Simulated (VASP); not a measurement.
Wanted: the native input for a VASP 6.6.1 run.

```yaml
Task: single point
Functional: PBE
Dispersion: D3(BJ)
Potentials_or_basis: VASP PAW PBE potentials, release 64 (Cu, O)
Cutoff: 520 eV
k_mesh: 10 × 10 × 10
Occupations: fermi-dirac, width 0.05 eV
Spin: no spin polarisation
Dipole_correction: no
Further_INCAR_settings: ALGO = Normal; EDIFF = 1e-06; NBANDS = 16
```

The structure of CuO lies in POSCAR:

```
CuO
1.0
    2.5525506100      0.0000000000      0.0000000000
    0.0000000000      2.5525506100      0.0000000000
    0.0000000000      0.0000000000      2.5525506100
Cu O
1 1
Direct
    0.0000000000      0.0000000000      0.0000000000
    0.5000000000      0.5000000000      0.5000000000
```

These files were run (other wordings do the same):

INCAR

```
ALGO = Normal
EDIFF = 1E-6
ENCUT = 520
GGA = PE
ISIF = 2
ISMEAR = -1
IVDW = 12
LASPH = T
LCHARG = F
LREAL = F
LWAVE = F
NBANDS = 16
NELM = 100
PREC = Accurate
SIGMA = 0.05
```

KPOINTS

```
k-points
0
Gamma
  10 10 10
```

Potentials or basis: VASP PAW PBE potentials, release 64 (Cu, O).

Command:

```bash
$ cat potpaw_PBE.64/Cu/POTCAR potpaw_PBE.64/O/POTCAR > POTCAR
$ mpirun -np 1 vasp_std > vasp.out
```

It gave:

- Pressure: 14.3 GPa
- Dispersion energy per atom: -0.346 eV

Caveat: three body term missing; an odd number of electrons without spin polarisation forces a metal; a magnetic or distorted state may lie lower; pairwise dispersion overbinds metals, which lowers pressure and volume.

It took 17 s on 1 thread of Intel Xeon 8259CL, on a shared host, peak memory 0.14 GiB.
